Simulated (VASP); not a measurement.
# Sn5O12 (a cell with a defect) in VASP: single point with PBEsol

Aim: the single point of Sn5O12 (a cell with a defect) with PBEsol.

Everything below comes from runs of VASP 6.6.1. Logs are shortened: lines on timing, memory, paths and dates and some standing lists are left out, and cuts for length are marked.

## (1) The cell of the first run

The cell holds a defect, 17 atoms: a = 5.673 Å, b = 5.857 Å, c = 8.970 Å, α = 81.19°, β = 71.57°, γ = 61.03°.

## (2) Single point, PBEsol

The input, INCAR:

```
SYSTEM = Sn5O12
PREC = Accurate ; ENCUT = 520
EDIFF = 1E-6 ; ISMEAR = 0
SIGMA = 0.05 ; LREAL = Auto
LASPH = .True. ; NELM = 100
ALGO = Normal ; ISIF = 2
LWAVE = .False. ; LCHARG = .False.
GGA = PS ; NBANDS = 85
NELECT = 146.0
```

The input, KPOINTS:

```
regular mesh
0
Gamma
  6 6 6
  0 0 0
```

The input, POSCAR:

```
Sn5O12
1.0
   -4.0115334437     -4.0115334437      0.0000000000
   -2.0057667219     -2.0057667219      5.1240738106
   -8.0230668874      4.0115334437      0.0000000000
Sn O
5 12
Direct
    0.7449718777      0.5000000185      0.5100560742
    0.4216946692      0.5000000185      0.1566106018
    0.6612075832      0.0000000000      0.6775848616
    0.3333332965      0.0000000000      0.3333332965
    1.0054589822      0.0000000000     -0.0109181856
    0.8844800719      0.6055439704      0.6490845383
    0.5383827941      0.5899011435      0.3333332965
    0.1766426892      0.6055439704      1.0175821933
    0.8307046634      1.0052573773      0.8333332827
    0.5416140236      0.9164493279      0.4944212385
    0.2086032139      0.9164493279      0.1722454376
    0.4664355662      0.3944558714      0.6490845383
    0.1282838497      0.4100988935      0.3333332965
    0.8057753771      0.3944558714      0.0175821377
    0.3359619666     -0.0052573403      0.8333333658
    0.9639646507      0.0835507090      0.4944213215
    0.6191512888      0.0835507090      0.1722454376
```

Potentials or basis: VASP PAW PBE potentials, release 64 (Sn_d, O).

Command:

```sh
$ cat potpaw_PBE.64/Sn_d/POTCAR potpaw_PBE.64/O/POTCAR > POTCAR
$ mpirun -np 1 vasp_std > vasp.out
```

OUTCAR:

```text
SYSTEM = Sn5O12
   PREC = Accurate
   ENCUT = 520
   EDIFF = 1E-6
   ISMEAR = 0
   LREAL = Auto
   LASPH = .True.
   NELM = 100
   ISIF = 2
   GGA = PS
   NELECT = 146.0

 ion  position               nearest neighbor table
   1  0.745  0.500  0.510-  12 1.97   6 1.97   7 2.12  13 2.12  16 2.14  10 2.14   3 3.26   3 3.26
                             4 3.29   4 3.29
   2  0.422  0.500  0.157-   8 1.97  14 1.97  13 2.12   7 2.12  11 2.14  17 2.14   5 3.26   5 3.26
                             4 3.29   4 3.29
   3  0.661  0.000  0.678-   9 1.94  15 1.94  12 2.04   6 2.04  16 2.16  10 2.16   1 3.26   1 3.26

   4  0.333  0.000  0.333-  11 2.01  17 2.01  10 2.01  16 2.01   7 2.10  13 2.10   2 3.29   2 3.29
                             1 3.29   1 3.29
   5  0.005  0.000  0.989-   9 1.94  15 1.94  14 2.04   8 2.04  17 2.16  11 2.16   2 3.26   2 3.26

   6  0.884  0.606  0.649-   1 1.97   3 2.04
   7  0.538  0.590  0.333-   4 2.10   2 2.12   1 2.12
   8  0.177  0.606  0.018-   2 1.97   5 2.04
   9  0.831  0.005  0.833-   3 1.94   5 1.94
  10  0.542  0.916  0.494-   4 2.01   1 2.14   3 2.16
  11  0.209  0.916  0.172-   4 2.01   2 2.14   5 2.16
  12  0.466  0.394  0.649-   1 1.97   3 2.04
  13  0.128  0.410  0.333-   4 2.10   2 2.12   1 2.12
  14  0.806  0.394  0.018-   2 1.97   5 2.04
  15  0.336  0.995  0.833-   5 1.94   3 1.94
  16  0.964  0.084  0.494-   4 2.01   1 2.14   3 2.16
  17  0.619  0.084  0.172-   4 2.01   2 2.14   5 2.16

  LATTYP: Found a face centered orthorhombic cell.
 ALAT       =     5.6731650020
 B/A-ratio  =     1.8064250939
 C/A-ratio  =     3.0000000000

  Lattice vectors:

 A1 = (  -6.0173001656,   6.0173001655,   5.1240738106)
 A2 = (  -8.0230668874,   4.0115334437,   0.0000000000)
 A3 = (  -2.0057667219,  -2.0057667219,   5.1240738106)

Analysis of symmetry for initial positions (statically):
=====================================================================
 Subroutine PRICEL returns:
 Original cell was already a primitive cell.

 Routine SETGRP: Setting up the symmetry group for a
 face centered orthorhombic supercell.

 Subroutine GETGRP returns: Found  4 space group operations
 (whereof  2 operations were pure point group operations)
 out of a pool of  8 trial point group operations.

The static configuration has the point symmetry C_2 .
 The point group associated with its full space group is D_2 .

Analysis of symmetry for dynamics (positions and initial velocities):
=====================================================================
 Subroutine PRICEL returns:
 Original cell was already a primitive cell.

 Routine SETGRP: Setting up the symmetry group for a
 face centered orthorhombic supercell.

 Subroutine GETGRP returns: Found  4 space group operations
 (whereof  2 operations were pure point group operations)
 out of a pool of  8 trial point group operations.

The dynamic configuration has the point symmetry C_2 .
 The point group associated with its full space group is D_2 .

 Subroutine INISYM returns: Found  4 space group operations
 (whereof  2 operations are pure point group operations),
 and found     1 'primitive' translations

----------------------------------------------------------------------------------------

                                     Primitive cell

  volume of cell :     247.3759

  direct lattice vectors                    reciprocal lattice vectors
    -4.011533444 -4.011533444  0.000000000    -0.083093744 -0.166187488 -0.097578610
    -2.005766722 -2.005766722  5.124073811     0.000000000  0.000000000  0.195157220
    -8.023066887  4.011533444  0.000000000    -0.083093744  0.083093744  0.000000000

  length of vectors
     5.673165002  5.856819333  8.970061474     0.209867665  0.195157220  0.117512300

  position of ions in fractional coordinates (direct lattice)
     0.744971878  0.500000019  0.510056074
     0.421694669  0.500000019  0.156610602
     0.661207583  0.000000000  0.677584862
     0.333333297  0.000000000  0.333333297
     0.005458982  0.000000000  0.989081814
     0.884480072  0.605543970  0.649084538
[... 9 lines left out ...]
     0.963964651  0.083550709  0.494421321
     0.619151289  0.083550709  0.172245438

  ion indices of the primitive-cell ions
   primitive index   ion index
                 1           1
                 2           2
                 3           3
                 4           4
                 5           5
                 6           6
[... 9 lines left out ...]
                16          16
                17          17

----------------------------------------------------------------------------------------

 KPOINTS: regular mesh

Automatic generation of k-mesh.
 Grid dimensions read from file:
 generate k-points for:    6    6    6

 Generating k-lattice:

  Cartesian coordinates                     Fractional coordinates (reciprocal lattice)
    -0.013848957 -0.027697915 -0.016263102     0.166666667  0.000000000  0.000000000
     0.000000000  0.000000000  0.032526203     0.000000000  0.166666667  0.000000000
    -0.013848957  0.013848957  0.000000000     0.000000000  0.000000000  0.166666667

  Length of vectors
     0.034977944  0.032526203  0.019585383

  Shift w.r.t. Gamma in fractional coordinates (k-lattice)
     0.000000000  0.000000000  0.000000000

 Subroutine IBZKPT returns following result:
 ===========================================

 Found     46 irreducible k-points:

 Following reciprocal coordinates:
            Coordinates               Weight
  0.000000  0.000000  0.000000      1.000000
  0.166667  0.000000  0.000000      8.000000
  0.333333  0.000000  0.000000      8.000000
  0.500000  0.000000  0.000000      4.000000
  0.000000  0.166667  0.000000      2.000000
  0.333333  0.166667  0.000000      4.000000
[... 16 lines left out ...]
 -0.166667  0.166667  0.166667      8.000000
  0.000000  0.333333  0.166667      4.000000
 [... further k-points ...]
   k-points           NKPTS =     46   k-points in BZ     NKDIM =     46   number of bands    NBANDS=     85
   number of dos      NEDOS =    301   number of ions     NIONS =     17
   total plane-waves  NPLWV = 141120
   dimension x,y,z NGX =    42 NGY =   48 NGZ =   70
   dimension x,y,z NGXF=    84 NGYF=   96 NGZF=  140
   ions per type =               5  12
   NGX,Y,Z   is equivalent  to a cutoff of  12.31, 13.62, 12.97 a.u.
   NGXF,Y,Z  is equivalent  to a cutoff of  24.62, 27.25, 25.95 a.u.
 SYSTEM =  Sn5O12
   PREC   = accura    normal or accurate (medium, high low for compatibility)
   ISTART =      0    job   : 0-new  1-cont  2-samecut
   ICHARG =      2    charge: 1-file 2-atom 10-const
   ISPIN  =      1    spin polarized calculation?
   LNONCOLLINEAR =      F non collinear calculations
   LSORBIT =      F    spin-orbit coupling
   LASPH  =      T    aspherical Exc in radial PAW
   ENCUT  =  520.0 eV  38.22 Ry    6.18 a.u.  10.55 10.89 16.68*2*pi/ulx,y,z
   NELM   =    100;   NELMIN=  2; NELMDL= -5     # of ELM steps
   EDIFF  = 0.1E-05   stopping-criterion for ELM
   LREAL  =      T    real-space projection
   EDIFFG = 0.1E-04   stopping-criterion for IOM
   NSW    =      0    number of steps for IOM
   IBRION =     -1    ionic relax: 0-MD 1-quasi-New 2-CG
   NFREE  =      0    steps in history (QN), initial steepest desc. (CG)
   ISIF   =      2    stress and relaxation
   ISYM   =      2    0-nonsym 1-usesym 2-fastsym
   POTIM  = 0.5000    time-step for ionic-motion
   TEBEG  =    0.0;   TEEND  =   0.0 temperature during run
   PSTRESS=    0.0 pullay stress
   NELECT =     146.0000    total number of electrons
   NUPDOWN=      -1.0000    fix difference up-down
   EMIN   =  10.00;   EMAX   =-10.00  energy-range for DOS
   EFERMI =   0.00;   METHOD = LEGACY
   ISMEAR =     0;   SIGMA  =   0.05  broadening in eV -4-tet -1-fermi 0-gaus
   EFERMI_NEDOS =   21; number of points for ismear=-14 and -15
   IALGO  =     38    algorithm
   IMIX   =      4    mixing-type and parameters
     AMIX     =   0.40;   BMIX     =  1.00
     AMIX_MAG =   1.60;   BMIX_MAG =  1.00
  volume/ion in A,a.u.               =      14.55        98.20
  Fermi-wavevector in a.u.,A,eV,Ry     =   1.373219  2.595009 25.656939  1.885732
  Thomas-Fermi vector in A             =   2.498756
   LORBIT       =      0    0 simple, 1 ext, 2 COOP (PROOUT), +10 PAW based schemes
   GGA     = PS    functional components
   LHFCALC =     F    Hartree Fock is set to
   AEXX    =    0.0000 exact exchange contribution
   IVDW    =     0    specifies the selected vdW correction
   LEPSILON=     F    determine dielectric tensor
   LRPA    =     F    only Hartree local field effects (RPA)
 non-spin polarized calculation
 Gauss-broadening in eV      SIGMA  =   0.05
  energy-cutoff  :      520.00
  volume of cell :      247.38
 maximum number of plane-waves:      6711
   NGX = 21   NGY = 21   NGZ = 33

 number of electron     146.0000000 magnetization

 Free energy of the ion-electron system (eV)
  ---------------------------------------------------
  ext. energy  EPLUGINS =         0.00000000
  ---------------------------------------------------
  free energy    TOTEN  =       -89.54252750 eV

  energy without entropy =      -89.54252750  energy(sigma->0) =      -89.54252750

 E-fermi :   3.8372     XC(G=0): -10.2663

 val. band max:        3.6060304392   @ k =   0.0000   0.0000   0.5000
 cond. band min:       4.8782404870   @ k =   0.0000   0.0000   0.0000
 fundamental gap:      1.2722100479
 Fermi energy:         3.8372267530

 k-point     1 :       0.0000    0.0000    0.0000
  band No.  band energies     occupation
      1     -18.2199      2.00000
      2     -18.1831      2.00000
      3     -17.8821      2.00000
      4     -17.8615      2.00000
      5     -17.7071      2.00000
      6     -17.6962      2.00000
[... 77 lines left out ...]
     84      11.7209      0.00000
     85      12.1649      0.00000

 k-point     2 :       0.1667    0.0000    0.0000
  band No.  band energies     occupation
      1     -18.2444      2.00000
      2     -18.1680      2.00000
      3     -17.9028      2.00000
      4     -17.8315      2.00000
      5     -17.7292      2.00000
      6     -17.7006      2.00000
[... 1931 lines left out ...]
      2     -18.1905      2.00000
      3     -17.8712      2.00000
      4     -17.8040      2.00000
      5     -17.7373      2.00000
      6     -17.6560      2.00000
[... 77 lines left out ...]
     84      11.5505      0.00000
     85      11.6462      0.00000

 [... further k-points ...]

------------------------ aborting loop because EDIFF is reached ----------------------------------------

  FORCE on cell =-STRESS in cart. coord.  units (eV):
  Direction    XX          YY          ZZ          XY          YZ          ZX
  --------------------------------------------------------------------------------------
  -------------------------------------------------------------------------------------
  Total       45.8650905     45.8650905     36.1641155     -0.1440958     -0.0000000     -0.0000000
  in kB      297.0539767    297.0539767    234.2237681     -0.9332637     -0.0000000     -0.0000000
  external PRESSURE =     276.1105738 kB  Pullay stress =       0.0000000 kB

 VOLUME and BASIS-vectors are now :
 -----------------------------------------------------------------------------
  energy-cutoff  :      520.00
  volume of cell :      247.38
      direct lattice vectors                 reciprocal lattice vectors
    -4.011533444 -4.011533444  0.000000000    -0.083093744 -0.166187488 -0.097578610
    -2.005766722 -2.005766722  5.124073811     0.000000000  0.000000000  0.195157220
    -8.023066887  4.011533444  0.000000000    -0.083093744  0.083093744  0.000000000

 POSITION                                       TOTAL-FORCE (eV/Angst)
 -----------------------------------------------------------------------------------
     -8.08358     -1.94526      2.56204         0.018300     -0.018300     -0.000000
     -3.95102     -2.06628      2.56204        -0.018300      0.018300     -0.000000
     -8.08876      0.06570      0.00000         0.007110     -0.007110     -0.000000
     -4.01153      0.00000      0.00000        -0.000000     -0.000000     -0.000000
     -7.95737      3.94584      0.00000        -0.007110      0.007110     -0.000000
     -9.97035     -2.15888      3.10285        -0.068538     -0.023572     -0.042555
[... 9 lines left out ...]
     -8.00133     -2.05117      0.42812         0.022000      0.027963     -0.020167
     -4.03327     -1.96036      0.42812        -0.022000     -0.027963     -0.020167
 -----------------------------------------------------------------------------------
    total drift:                                0.002257      0.000894      0.000702

  FREE ENERGIE OF THE ION-ELECTRON SYSTEM (eV)
  ---------------------------------------------------
  free  energy   TOTEN  =       -89.5425275024 eV

  energy  without entropy=      -89.5425275024  energy(sigma->0) =      -89.54252750
```

Wall time 37 min (1 thread of Oxide Virtual Turin-like, shared host); peak memory 0.71 GiB.

Results:

```
Free energy   : -89.5425 eV
Largest force : 0.084 eV/Å
```

Forces in eV/Å, atoms in the order of the input:
```
Sn   0.018 -0.018  0.000
Sn  -0.018  0.018  0.000
Sn   0.007 -0.007  0.000
Sn   0.000  0.000  0.000
Sn  -0.007  0.007  0.000
O   -0.069 -0.024 -0.043
O    0.000  0.000 -0.045
O    0.069  0.024 -0.043
O    0.000  0.000  0.004
O   -0.028 -0.022  0.020
O    0.028  0.022  0.020
O    0.024  0.069  0.043
O    0.000  0.000  0.045
O   -0.024 -0.069  0.043
O    0.000  0.000 -0.004
O    0.022  0.028 -0.020
O   -0.022 -0.028 -0.020
```

Levels at points of the mesh, in eV from the Fermi level:
```
           k point  band 69  band 70  band 71  band 72  band 73  band 74  band 75  band 76  band 77  band 78
(0.00, 0.00, 0.00)    -0.91    -0.79    -0.75    -0.65    -0.26     1.04     4.20     4.22     4.91     5.81
(0.50, 0.00, 0.00)    -1.01    -0.95    -0.87    -0.74    -0.61     3.41     3.58     4.59     4.71     5.16
(0.00, 0.50, 0.00)    -0.91    -0.76    -0.58    -0.41    -0.25     3.15     3.16     4.70     4.84     5.34
(0.00, 0.00, 0.50)    -0.98    -0.75    -0.74    -0.53    -0.23     1.90     2.88     4.37     5.21     6.43
(0.00, 0.50, 0.50)    -0.90    -0.73    -0.72    -0.37    -0.24     3.19     3.63     3.83     4.69     5.96
```

Caveat: the cell carries a net charge on a neutralising background, which shifts energy and pressure; the cell is charged against a uniform background, so pressure and absolute levels hang on convention; the PAW data sets were made with another functional, which shifts forces and pressure a little; spin-orbit coupling is left out, which moves the levels of the heavy elements.
